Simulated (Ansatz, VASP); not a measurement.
**SiO2: VASP beside Ansatz**

```
Si O
1.0
     4.09650    0.00000    0.00000
     0.00000    4.09650    0.00000
     0.00000    0.00000    2.66780
Si O
2 4
Direct
  0.00000 0.00000 0.00000
  0.50000 0.50000 0.50000
  0.30670 0.30670 0.00000
  0.19330 0.80670 0.50000
  0.69330 0.69330 0.00000
  0.80670 0.19330 0.50000
```

Change from the starting cell: equal xx and yy strain of -2 %.

Alike in both runs: task single point; functional PBEsol; k mesh 6 × 6 × 9; occupations fermi-dirac, width 0.03 eV; no spin polarisation.

|  | VASP | Ansatz |
| --- | --- | --- |
| version | VASP 6.6.1 | Ansatz 0.2.0 |
| potentials or method | VASP PAW PBE potentials, release 64 (Si, O), cutoff 520 eV | all-electron LAPW, scalar-relativistic |

```tsv
	VASP	Ansatz	Ansatz less VASP
gap on the k mesh at the Fermi level (eV)	6.23	6.23	+0.001
pressure (GPa)	18.4	17.5	-0.95
traceless stress, the component that is largest in VASP (GPa)	-3.57	-4.21	-0.634
rms of the force components (eV/Å)	0.288	0.269	-0.0186
```

VASP's potentials were made for PBE, not for PBEsol. Atom by atom the forces differ by 0.019 eV/Å (rms over components). Ansatz ran all-electron here, and VASP with PAW potentials.
